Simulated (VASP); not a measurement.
A run of VASP 6.6.1 is set up as follows.

Contents of INCAR:

```
SYSTEM = Sr
  PREC = Accurate
  ENCUT = 500
  EDIFF = 1E-6
  ISMEAR = -1
  SIGMA = 0.05
  LREAL = .FALSE.
  LASPH = .TRUE.
  NELM = 120
  ALGO = Normal
  ISIF = 2
  LWAVE = .FALSE.
  LCHARG = .FALSE.
  GGA = PE
  NBANDS = 11
  GGA_COMPAT = .FALSE.
```

Contents of KPOINTS:

```
Automatic mesh
0
G
  7 7 7
  0 0 0
```

POSCAR

```
Sr
1.0
    0.0000000000      3.0423500000      3.0423500000
    3.0423500000      0.0000000000      3.0423500000
    3.0423500000      3.0423500000      0.0000000000
Sr
1
Direct
    0.0000000000      0.0000000000      0.0000000000
```

Potentials or basis: VASP PAW PBE potentials, release 64 (Sr_sv).

The run is started by

```sh
$ cat potpaw_PBE.64/Sr_sv/POTCAR > POTCAR
$ mpirun -np 1 vasp_std > vasp.out
```

(1) What does it give for the pressure?

Answers

(1) -0.3 GPa.
